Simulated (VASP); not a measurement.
**Ni3Pt: single point with LDA**

Crystal: Ni3Pt.

```
CELL_PARAMETERS angstrom
3.56188 0.00000 0.00000
0.00000 3.56188 0.00000
0.00000 0.00000 3.56188
ATOMIC_POSITIONS crystal
Ni 0.50000 0.00000 0.50000
Ni 0.00000 0.50000 0.50000
Ni 0.50000 0.50000 0.00000
Pt 0.00000 0.00000 0.00000
```

* Program: VASP 6.6.1
* Task: single point
* Functional: LDA
* Potentials or basis: VASP PAW LDA potentials, release 64 (Ni, Pt)
* Cutoff: 520 eV
* k mesh: 12 × 12 × 12
* Occupations: gaussian, width 0.05 eV
* Spin: collinear spin, ferromagnetic start
* Starting moments: [0.62, 0.62, 0.62, 0.0] μB
* Dipole correction: no
* k mesh for the DOS: 18 × 18 × 18
* Occupations for the DOS: tetrahedron
* Further INCAR settings: ALGO = Fast; EDIFF = 1e-06

* Net moment: 1.81 μB per cell
* Site moments: Ni +0.52; Pt +0.26 μB
* Valence electrons inside the program's atomic spheres: Ni 9.40; Pt 9.60

Levels at points of the mesh, in eV from the Fermi level:
Spin up:
```csv
k point,band 19,band 20,band 21,band 22,band 23,band 24
"(0.00, 0.00, 0.00)",0.29,0.29,0.29,2.26,2.26,2.26
"(0.50, 0.00, 0.00)",-0.92,-0.65,-0.38,0.26,7.76,7.76
"(0.50, 0.50, 0.00)",-1.24,-1.24,0.93,0.93,1.44,2.46
"(0.50, 0.50, 0.50)",-0.36,-0.19,-0.19,-0.15,-0.15,-0.15
```
Spin down:
```tsv
k point	band 17	band 18	band 19	band 20	band 21	band 22
(0.00, 0.00, 0.00)	0.30	0.30	0.75	0.75	0.75	2.30
(0.50, 0.00, 0.00)	-0.95	-0.88	-0.41	-0.26	0.19	0.73
(0.50, 0.50, 0.00)	-0.96	-0.78	-0.78	-0.75	1.36	1.36
(0.50, 0.50, 0.50)	-0.02	-0.02	-0.02	0.27	0.27	0.33
```

Wall time 4.1 min on 1 thread of Intel(R) Xeon(R) 6975P-C (Granite Rapids), with other jobs on the host, peak memory 0.45 GiB.

Caveat: spin-orbit coupling is left out, which moves the levels of the heavy elements.
